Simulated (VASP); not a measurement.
NaI: single point with HSE06

The system is NaI.

```
Na I
1.0
     0.00000    3.47091    3.66544
     3.47091    0.00000    3.66544
     3.47091    3.47091    0.00000
Na I
1 1
Cartesian
  0.0000 0.0000 0.0000
  1.7355 1.7355 1.8327
```

This cell differs from its parent crystal: epitaxial xy strain -2.0%.

```
Program                            : VASP 6.6.1
Task                               : single point
Functional                         : HSE06
Potentials or basis                : VASP PAW PBE potentials, release 64 (Na_pv, I)
Cutoff                             : 520 eV
k mesh                             : 4 × 4 × 4
Occupations                        : gaussian, width 0.01 eV
Spin                               : no spin polarisation
Dipole correction                  : no
Grid for exact exchange (PRECFOCK) : Normal
Further INCAR settings             : ALGO = Normal; EDIFF = 1e-06; NBANDS = 14
Share of exact exchange            : 0.25
Screening parameter                : 0.2079 1/Å
```

```json
{
 "Pressure": "0.3 GPa",
 "Band gap on the k mesh": "4.78 eV"
}
```

Stress tensor (GPa, compression positive):
```
0.30 0.00 0.00
0.00 0.30 0.00
0.00 0.00 0.19
```

Levels at points of the mesh, in eV from the valence-band top:
```csv
k point,band 4,band 5,band 6,band 7,band 8,band 9,band 10,band 11
"(0.00, 0.00, 0.00)",-11.35,-0.07,0.00,0.00,4.78,8.93,9.04,9.04
"(0.50, 0.00, 0.00)",-11.20,-1.33,-0.24,-0.10,6.42,8.56,8.74,8.91
"(0.50, 0.50, 0.00)",-11.17,-1.29,-0.37,-0.37,6.10,7.37,9.92,11.76
"(0.50, 0.00, 0.50)",-11.14,-1.20,-0.51,-0.48,6.08,7.16,10.34,11.25
```

Wall time 12 min on 1 thread of Intel(R) Xeon(R) Platinum 8375C CPU @ 2.90GHz (Ice Lake), on a shared host, peak memory 0.35 GiB.

Caveat: the cell differs from its parent crystal (epitaxial xy strain -2.0%); the PAW data sets were made with another functional, which shifts forces and pressure a little; spin-orbit coupling is left out, which moves the levels of the heavy elements.
